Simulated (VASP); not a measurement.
## WC: single point with PBEsol

WC:

```
W C
1.0
     0.00000    2.06405    2.22700
     2.06405    0.00000    2.22700
     2.06405    2.06405    0.00000
W C
1 1
Cartesian
  0.0000 0.0000 0.0000
  2.0641 2.0641 2.2270
```

This cell differs from its parent crystal: strain -0.050 along x and y, +0.025 along z.

```json
{
 "Program": "VASP 6.6.1",
 "Task": "single point",
 "Functional": "PBEsol",
 "Potentials or basis": "VASP PAW PBE potentials, release 64 (W_sv, C)",
 "Cutoff": "520 eV",
 "k mesh": "24 × 24 × 24",
 "Occupations": "gaussian, width 0.15 eV",
 "Spin": "no spin polarisation"
}
```

- Pressure: 43.2 GPa
- Band gap on the k mesh: zero (band 9 reaches 15.04 eV, above the bottom of band 10 at 11.67 eV)

Stress tensor (GPa, compression positive):
```
63.33  0.00  0.00
 0.00 63.33  0.00
 0.00  0.00  2.81
```

Levels at points of the mesh, in eV from the Fermi level:
```tsv
k point	band 5	band 6	band 7	band 8	band 9	band 10	band 11	band 12	band 13	band 14
(0.00, 0.00, 0.00)	-16.69	-3.84	-2.75	-2.75	-1.80	-1.51	-1.05	-1.05	-0.53	8.19
(0.50, 0.00, 0.00)	-11.22	-10.73	-7.50	-7.31	1.07	1.67	2.96	5.01	8.75	11.19
(0.50, 0.50, 0.00)	-14.55	-6.60	-6.39	-2.23	-2.23	1.04	2.73	2.73	5.75	9.39
(0.50, 0.00, 0.50)	-14.43	-6.60	-5.40	-2.93	-2.59	0.98	2.18	3.31	7.05	8.96
```

It took 2.2 min on 1 thread of Intel Xeon 6975P-C (shared host), peak memory 0.42 GiB.

Caveat: the cell differs from its parent crystal (strain -0.050 along x and y, +0.025 along z); the PAW data sets were made with another functional, which shifts forces and pressure a little; spin-orbit coupling is left out, which moves the levels of the heavy elements.
